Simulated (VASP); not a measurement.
Wanted: the native input for a VASP 6.6.1 run.

```
Task                   : single point
Functional             : PBEsol
Potentials or basis    : VASP PAW PBE potentials, release 64 (Ba_sv, H)
Cutoff                 : 520 eV
k mesh                 : 6 × 6 × 6
Occupations            : gaussian, width 0.02 eV
Spin                   : no spin polarisation
Dipole correction      : no
Further INCAR settings : ALGO = Normal; EDIFF = 1e-07; NBANDS = 21
```

The structure of BaH2 lies in POSCAR:

```
BaH2
1.0
    4.3536384510      0.0000000000      0.0000000000
   -2.1768192255      3.7703614975      0.0000000000
    0.0000000000      0.0000000000      5.7025725013
Ba H
2 4
Direct
    0.6666666667      0.3333333333      0.7500000000
    0.3333333333      0.6666666667      0.2500000000
    0.3333333333      0.6666666667      0.7500000000
    0.6666666667      0.3333333333      0.2500000000
    0.0000000000      0.0000000000      0.5000000000
    0.0000000000      0.0000000000      0.0000000000
```

These files were run (other wordings do the same):

INCAR

```
SYSTEM = BaH2
ALGO = Normal ; EDIFF = 1E-7
ENCUT = 520 ; GGA = PS
ISIF = 2 ; ISMEAR = 0
LASPH = .True. ; LCHARG = .False.
LREAL = .False. ; LWAVE = .False.
NBANDS = 21 ; NELM = 100
PREC = Accurate ; SIGMA = 0.02
```

KPOINTS

```
k-points
0
Gamma
  6 6 6
  0 0 0
```

Potentials or basis: VASP PAW PBE potentials, release 64 (Ba_sv, H).

The run is started by

```sh
$ cat potpaw_PBE.64/Ba_sv/POTCAR potpaw_PBE.64/H/POTCAR > POTCAR
$ mpirun -np 1 vasp_std > vasp.out
```

Results of the run:

The pressure is 2.0 GPa and the band gap on the k mesh is 1.58 eV (least direct gap 2.39 eV).

Caveat: the PAW data sets were made with another functional, which shifts forces and pressure a little; spin-orbit coupling is left out, which moves the levels of the heavy elements.

Run time: 100 s on 1 thread of Intel Xeon 8259CL, with other jobs on the host, peak memory 0.22 GiB.
